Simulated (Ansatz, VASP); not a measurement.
**Ta in VASP and in Ansatz**

```xyz
2
Lattice="2.8858 0.0000 0.0000 -1.4429 2.4991 0.0000 0.0000 0.0000 5.1281" Properties=species:S:1:pos:R:3 pbc="T T T"
Ta    0.0000    1.6661    1.2820
Ta    1.4429    0.8330    3.8460
```

Alike in both runs: functional r2SCAN; k mesh 12 × 12 × 7; occupations fermi-dirac, width 0.1 eV; no spin polarisation.

Ansatz relaxed the structure, and its values are those at the end. VASP's run is a single point on that final structure, the one shown.

```csv
,VASP,Ansatz
version,VASP 6.6.1,Ansatz 0.2.0
potentials or method,"VASP PAW PBE potentials, release 64 (Ta_pv), cutoff 520 eV","plane waves (500 eV) with PAW, scalar-relativistic"
valence electrons in the cell,22,26
```

|  | VASP | Ansatz | Ansatz less VASP |
| --- | --- | --- | --- |
| pressure (GPa) | 0.6 | 0.0 | -0.56 |

VASP's potentials were made for PBE, not for r2SCAN. The functional is the same, so the differences come from potentials, cutoffs and numerics. VASP's potentials hold 22 valence electrons a cell and Ansatz's 26, so a difference there can come from the potentials and not from the codes.

Spin-orbit coupling is off throughout.
